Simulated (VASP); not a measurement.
CoSi2, 6 atoms in the cell. Symmetry: I4/mmm, No. 139, tetragonal system. Conventional cell: a = 3.869 Å, b = 3.869 Å, c = 5.144 Å, α = 90.00°, β = 90.00°, γ = 90.00°. Co (site symmetry 4/mmm) has 8 Si at 2.32 Å within 3.1 Å. Si (site symmetry -4m2) has 4 Co at 2.32 Å and 6 Si at 2.57 to 2.74 Å within 3.1 Å.  This cell differs from its parent crystal: biaxial strain in the a-b plane: +3.0 %, then relaxed in part.

* Program: VASP 6.6.1
* Task: single point
* Functional: PBEsol
* Potentials or basis: VASP PAW PBE potentials, release 64 (Co, Si)
* Cutoff: 520 eV
* k mesh: 10 × 10 × 8
* Occupations: gaussian, width 0.1 eV
* Spin: no spin polarisation
* Dipole correction: no
* Further INCAR settings: ALGO = Normal; EDIFF = 1e-07; NBANDS = 26

Potentials or basis: VASP PAW PBE potentials, release 64 (Co, Si).

Launch:

```sh
$ cat potpaw_PBE.64/Co/POTCAR potpaw_PBE.64/Si/POTCAR > POTCAR
$ mpirun -np 1 vasp_std > vasp.out
```

Hardware: 1 thread of AMD EPYC 7R13, on a shared host.

**Question.** Estimate the wall time of this run.

**Answer.** Run time: 6 min on 1 thread of AMD EPYC 7R13, on a shared host, peak memory 0.27 GiB. Counts: scf iterations 15, k points 105.
